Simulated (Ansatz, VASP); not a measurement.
# Ag in VASP and in Ansatz

```xyz
4
Lattice="2.9428 0.0000 0.0000 -1.4714 2.5485 0.0000 0.0000 0.0000 10.1961" Properties=species:S:1:pos:R:3 pbc="T T T"
Ag    0.0000    0.0000    5.0981
Ag    0.0000    0.0000    0.0000
Ag    1.4714    0.8495    7.6471
Ag    0.0000    1.6990    2.5490
```

Alike in both runs: task single point; functional PBE; k mesh 11 × 11 × 3; occupations fermi-dirac, width 0.05 eV; no spin polarisation.

```csv
,VASP,Ansatz
version,VASP 6.6.1,Ansatz 0.2.0
potentials or method,"VASP PAW PBE potentials, release 64 (Ag)",Ansatz PAW
plane-wave cutoff (eV),520,420
valence electrons in the cell,44,76
```

VASP gave:

| Property | Result |
| --- | --- |
| gap on the k mesh at the Fermi level (eV) | none |
| pressure (GPa) | -4.8 |
| traceless stress, the component that is largest in VASP (GPa) | -1.82 |

Q: Estimate Ansatz's values.

A: gap on the k mesh at the Fermi level (eV): none; pressure (GPa): -4.8; traceless stress, the component that is largest in VASP (GPa): -1.84.

A gap of «none» marks a metal or a gap that the smearing closes. VASP's potentials hold 44 valence electrons a cell and Ansatz's 76, so a difference there can come from the potentials and not from the codes.
